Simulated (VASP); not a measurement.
# SnSe (P4/nmm) in VASP: further runs

The runs below take SnSe through single point, with PBE+D3(BJ).

All numbers are computed with VASP 6.6.1; they aren't measurements. Logs are shortened: lines on timing, memory, paths and dates and some standing lists are left out, and cuts for length are marked.

### 1 The cell of the first run

The typed cell holds 4 atoms: a = 4.011 Å, b = 4.011 Å, c = 5.398 Å, α = 90.00°, β = 90.00°, γ = 90.00°.

### 2 Single point, PBE+D3(BJ)

The input, INCAR:

```
ALGO     = Normal         # electronic algorithm
EDIFF    = 1E-6           # SCF threshold, eV
ENCUT    = 520            # plane-wave cutoff, eV
GGA      = PE             # functional
ISIF     = 2              # what is computed and relaxed
ISMEAR   = 0              # smearing method
IVDW     = 12             # dispersion correction
LASPH    = True           # aspherical terms in the spheres
LCHARG   = True           # write CHGCAR
LELF     = True           # ELF
LREAL    = False          # projectors in reciprocal space
LVHAR    = True         
LWAVE    = False          # write WAVECAR
NBANDS   = 28             # bands
NELM     = 80             # most SCF steps
PREC     = Accurate       # precision mode
SIGMA    = 0.03           # smearing width, eV
```

The input, KPOINTS:

```
k-points
0
Gamma
  8 8 6
```

The input, POSCAR:

```
SnSe
1.0
    4.0109000000      0.0000000000      0.0000000000
    0.0000000000      4.0109000000      0.0000000000
    0.0000000000      0.0000000000      5.3979000000
Sn Se
2 2
Direct
    0.5000000000      0.0000000000      0.2500887432
    0.0000000000      0.5000000000      0.7499112568
    0.5000000000      0.0000000000      0.7499352227
    0.0000000000      0.5000000000      0.2500647773
```

Potentials or basis: VASP PAW PBE potentials, release 64 (Sn_d, Se).

Run with:

```sh
cat potpaw_PBE.64/Sn_d/POTCAR potpaw_PBE.64/Se/POTCAR > POTCAR
mpirun -np 1 vasp_std > vasp.out
```

OUTCAR:

```text
EDIFF = 1E-6
   ENCUT = 520
   GGA = PE
   ISIF = 2
   ISMEAR = 0
   IVDW = 12
   LASPH = True
   LREAL = False
   NELM = 80
   PREC = Accurate
 IVDW          = 12

 ion  position               nearest neighbor table
   1  0.500  0.000  0.250-   3 2.70   3 2.70   4 2.84   4 2.84   4 2.84   4 2.84
   2  0.000  0.500  0.750-   4 2.70   4 2.70   3 2.84   3 2.84   3 2.84   3 2.84
   3  0.500  0.000  0.750-   1 2.70   1 2.70   2 2.84   2 2.84   2 2.84   2 2.84
   4  0.000  0.500  0.250-   2 2.70   2 2.70   1 2.84   1 2.84   1 2.84   1 2.84

  LATTYP: Found a simple tetragonal cell.
 ALAT       =     4.0109000000
 C/A-ratio  =     1.3458076741

  Lattice vectors:

 A1 = (   4.0109000000,   0.0000000000,   0.0000000000)
 A2 = (   0.0000000000,   4.0109000000,   0.0000000000)
 A3 = (   0.0000000000,   0.0000000000,   5.3979000000)

Analysis of symmetry for initial positions (statically):
=====================================================================
 Subroutine PRICEL returns:
 Original cell was already a primitive cell.

 Routine SETGRP: Setting up the symmetry group for a
 simple tetragonal supercell.

 Subroutine GETGRP returns: Found 16 space group operations
 (whereof  8 operations were pure point group operations)
 out of a pool of 16 trial point group operations.

The static configuration has the point symmetry D_2d.
 The point group associated with its full space group is D_4h.

Analysis of symmetry for dynamics (positions and initial velocities):
=====================================================================
 Subroutine PRICEL returns:
 Original cell was already a primitive cell.

 Routine SETGRP: Setting up the symmetry group for a
 simple tetragonal supercell.

 Subroutine GETGRP returns: Found 16 space group operations
 (whereof  8 operations were pure point group operations)
 out of a pool of 16 trial point group operations.

The dynamic configuration has the point symmetry D_2d.
 The point group associated with its full space group is D_4h.

 Subroutine INISYM returns: Found 16 space group operations
 (whereof  8 operations are pure point group operations),
 and found     1 'primitive' translations

----------------------------------------------------------------------------------------

                                     Primitive cell

  volume of cell :      86.8377

  direct lattice vectors                    reciprocal lattice vectors
     4.010900000  0.000000000  0.000000000     0.249320601  0.000000000  0.000000000
     0.000000000  4.010900000  0.000000000     0.000000000  0.249320601  0.000000000
     0.000000000  0.000000000  5.397900000     0.000000000  0.000000000  0.185257230

  length of vectors
     4.010900000  4.010900000  5.397900000     0.249320601  0.249320601  0.185257230

  position of ions in fractional coordinates (direct lattice)
     0.500000000  0.000000000  0.250088743
     0.000000000  0.500000000  0.749911257
     0.500000000  0.000000000  0.749935223
     0.000000000  0.500000000  0.250064777

  ion indices of the primitive-cell ions
   primitive index   ion index
                 1           1
                 2           2
                 3           3
                 4           4

----------------------------------------------------------------------------------------

 KPOINTS: k-points

Automatic generation of k-mesh.
 Grid dimensions read from file:
 generate k-points for:    8    8    6

 Generating k-lattice:

  Cartesian coordinates                     Fractional coordinates (reciprocal lattice)
     0.031165075  0.000000000  0.000000000     0.125000000  0.000000000  0.000000000
     0.000000000  0.031165075  0.000000000     0.000000000  0.125000000  0.000000000
     0.000000000  0.000000000  0.030876205     0.000000000  0.000000000  0.166666667

  Length of vectors
     0.031165075  0.031165075  0.030876205

  Shift w.r.t. Gamma in fractional coordinates (k-lattice)
     0.000000000  0.000000000  0.000000000

 Subroutine IBZKPT returns following result:
 ===========================================

 Found     60 irreducible k-points:

 Following reciprocal coordinates:
            Coordinates               Weight
  0.000000  0.000000  0.000000      1.000000
  0.125000  0.000000  0.000000      4.000000
  0.250000  0.000000  0.000000      4.000000
  0.375000  0.000000  0.000000      4.000000
  0.500000  0.000000  0.000000      2.000000
  0.125000  0.125000  0.000000      4.000000
[... 16 lines left out ...]
  0.375000  0.125000  0.166667     16.000000
  0.500000  0.125000  0.166667      8.000000
 [... further k-points ...]
   k-points           NKPTS =     60   k-points in BZ     NKDIM =     60   number of bands    NBANDS=     28
   number of dos      NEDOS =    301   number of ions     NIONS =      4
   total plane-waves  NPLWV =  36000
   dimension x,y,z NGX =    30 NGY =   30 NGZ =   40
   dimension x,y,z NGXF=    60 NGYF=   60 NGZF=   80
   ions per type =               2   2
   NGX,Y,Z   is equivalent  to a cutoff of  12.43, 12.43, 12.32 a.u.
   NGXF,Y,Z  is equivalent  to a cutoff of  24.87, 24.87, 24.64 a.u.
 SYSTEM =  unknown system
   PREC   = accura    normal or accurate (medium, high low for compatibility)
   ISTART =      0    job   : 0-new  1-cont  2-samecut
   ICHARG =      2    charge: 1-file 2-atom 10-const
   ISPIN  =      1    spin polarized calculation?
   LNONCOLLINEAR =      F non collinear calculations
   LSORBIT =      F    spin-orbit coupling
   LASPH  =      T    aspherical Exc in radial PAW
   ENCUT  =  520.0 eV  38.22 Ry    6.18 a.u.   7.46  7.46 10.04*2*pi/ulx,y,z
   NELM   =     80;   NELMIN=  2; NELMDL= -5     # of ELM steps
   EDIFF  = 0.1E-05   stopping-criterion for ELM
   LREAL  =      F    real-space projection
   EDIFFG = 0.1E-04   stopping-criterion for IOM
   NSW    =      0    number of steps for IOM
   IBRION =     -1    ionic relax: 0-MD 1-quasi-New 2-CG
   NFREE  =      0    steps in history (QN), initial steepest desc. (CG)
   ISIF   =      2    stress and relaxation
   ISYM   =      2    0-nonsym 1-usesym 2-fastsym
   POTIM  = 0.5000    time-step for ionic-motion
   TEBEG  =    0.0;   TEEND  =   0.0 temperature during run
   PSTRESS=    0.0 pullay stress
   NELECT =      40.0000    total number of electrons
   NUPDOWN=      -1.0000    fix difference up-down
   EMIN   =  10.00;   EMAX   =-10.00  energy-range for DOS
   EFERMI =   0.00;   METHOD = LEGACY
   ISMEAR =     0;   SIGMA  =   0.03  broadening in eV -4-tet -1-fermi 0-gaus
   EFERMI_NEDOS =   21; number of points for ismear=-14 and -15
   IALGO  =     38    algorithm
   IMIX   =      4    mixing-type and parameters
     AMIX     =   0.40;   BMIX     =  1.00
     AMIX_MAG =   1.60;   BMIX_MAG =  1.00
  volume/ion in A,a.u.               =      21.71       146.50
  Fermi-wavevector in a.u.,A,eV,Ry     =   1.264325  2.389227 21.749147  1.598517
  Thomas-Fermi vector in A             =   2.397636
   LORBIT       =      0    0 simple, 1 ext, 2 COOP (PROOUT), +10 PAW based schemes
   GGA     = PE    functional components
   LHFCALC =     F    Hartree Fock is set to
   AEXX    =    0.0000 exact exchange contribution
   IVDW    =    12    specifies the selected vdW correction
   LEPSILON=     F    determine dielectric tensor
   LRPA    =     F    only Hartree local field effects (RPA)
 non-spin polarized calculation
 Gauss-broadening in eV      SIGMA  =   0.03
  energy-cutoff  :      520.00
  volume of cell :       86.84
 maximum number of plane-waves:      2381
 NGX is ok and might be reduce to    30
   NGX = 15   NGY = 15   NGZ = 21

 number of electron      40.0000027 magnetization

 Free energy of the ion-electron system (eV)
  ---------------------------------------------------
  ext. energy  EPLUGINS =         0.00000000
  ---------------------------------------------------
  free energy    TOTEN  =       -15.03717713 eV

  energy without entropy =      -15.03717713  energy(sigma->0) =      -15.03717713

 E-fermi :   8.7640     XC(G=0): -10.6754

 val. band max:        8.6502313987   @ k =   0.3750   0.0000   0.0000
 cond. band min:       8.8803773423   @ k =   0.5000   0.0000   0.3333
 fundamental gap:      0.2301459436
 Fermi energy:         8.7639676994

 k-point     1 :       0.0000    0.0000    0.0000
  band No.  band energies     occupation
      1     -13.3853      2.00000
      2     -13.2815      2.00000
      3     -13.2784      2.00000
      4     -13.2756      2.00000
      5     -13.2643      2.00000
      6     -13.2643      2.00000
[... 20 lines left out ...]
     27      14.6911      0.00000
     28      14.9907      0.00000

 k-point     2 :       0.1250    0.0000    0.0000
  band No.  band energies     occupation
      1     -13.3787      2.00000
      2     -13.2800      2.00000
      3     -13.2775      2.00000
      4     -13.2775      2.00000
      5     -13.2638      2.00000
      6     -13.2623      2.00000
[... 20 lines left out ...]
     27      14.5351      0.00000
     28      14.8690      0.00000

 k-point     3 :       0.2500    0.0000    0.0000
  band No.  band energies     occupation
      1     -13.3612      2.00000
      2     -13.2864      2.00000
      3     -13.2818      2.00000
      4     -13.2673      2.00000
      5     -13.2652      2.00000
      6     -13.2619      2.00000
[... 20 lines left out ...]
     27      14.3245      0.00000
     28      15.0809      0.00000

 k-point     4 :       0.3750    0.0000    0.0000
  band No.  band energies     occupation
      1     -13.3387      2.00000
      2     -13.2988      2.00000
      3     -13.2848      2.00000
      4     -13.2759      2.00000
      5     -13.2573      2.00000
      6     -13.2551      2.00000
[... 578 lines left out ...]
     27      14.2862      0.00000
     28      15.2231      0.00000

 k-point    23 :       0.3750    0.1250    0.1667
  band No.  band energies     occupation
      1     -13.3354      2.00000
      2     -13.3093      2.00000
      3     -13.2803      2.00000
      4     -13.2787      2.00000
      5     -13.2630      2.00000
      6     -13.2531      2.00000
[... 20 lines left out ...]
     27      14.2531      0.00000
     28      15.8282      0.00000

 k-point    24 :       0.5000    0.1250    0.1667
  band No.  band energies     occupation
      1     -13.3216      2.00000
      2     -13.3216      2.00000
      3     -13.2819      2.00000
      4     -13.2819      2.00000
      5     -13.2573      2.00000
      6     -13.2573      2.00000
[... 20 lines left out ...]
     27      15.1514      0.00000
     28      15.1514      0.00000

 [... further k-points ...]

------------------------ aborting loop because EDIFF is reached ----------------------------------------

 Edisp (eV)   -1.78407

 E8    (eV) :    -0.8022

  FORCE on cell =-STRESS in cart. coord.  units (eV):
  Direction    XX          YY          ZZ          XY          YZ          ZX
  --------------------------------------------------------------------------------------
  -------------------------------------------------------------------------------------
  Total       6.84800     6.84800    15.27144     0.00000     0.00000     0.00000
  in kB     126.34732   126.34732   281.76175     0.00000     0.00000     0.00000
  external pressure =      178.15 kB  Pullay stress =        0.00 kB

 VOLUME and BASIS-vectors are now :
 -----------------------------------------------------------------------------
  energy-cutoff  :      520.00
  volume of cell :       86.84
      direct lattice vectors                 reciprocal lattice vectors
     4.010900000  0.000000000  0.000000000     0.249320601  0.000000000  0.000000000
     0.000000000  4.010900000  0.000000000     0.000000000  0.249320601  0.000000000
     0.000000000  0.000000000  5.397900000     0.000000000  0.000000000  0.185257230

 POSITION                                       TOTAL-FORCE (eV/Angst)
 -----------------------------------------------------------------------------------
      2.00545      0.00000      1.34995        -0.000000      0.000000     -0.006556
      0.00000      2.00545      4.04795         0.000000      0.000000      0.006556
      2.00545      0.00000      4.04808        -0.000000      0.000000      0.006481
      0.00000      2.00545      1.34982        -0.000000     -0.000000     -0.006481
 -----------------------------------------------------------------------------------
    total drift:                                0.000000      0.000000     -0.000000

  FREE ENERGIE OF THE ION-ELECTRON SYSTEM (eV)
  ---------------------------------------------------
  free  energy   TOTEN  =       -16.8212471326 eV

  energy  without entropy=      -16.8212471324  energy(sigma->0) =      -16.82124713
```

Wall time 76 s (1 thread of Intel Xeon 6975P-C (Granite Rapids), shared host); peak memory 0.26 GiB.

What came out:

```yaml
Free_energy: -16.8212 eV
Pressure: 17.8 GPa
Largest_force: 0.007 eV/Å
Band_gap_on_the_k_mesh: 0.23 eV
Dispersion_energy_per_atom: -0.446 eV
```

Forces in eV/Å, atoms in the order of the input:
```
Sn   0.000  0.000 -0.007
Sn   0.000  0.000  0.007
Se   0.000  0.000  0.006
Se   0.000  0.000 -0.006
```

Caveat: spin-orbit coupling is left out, which moves the levels of the heavy elements.

(Continued in part 2 of 2.)
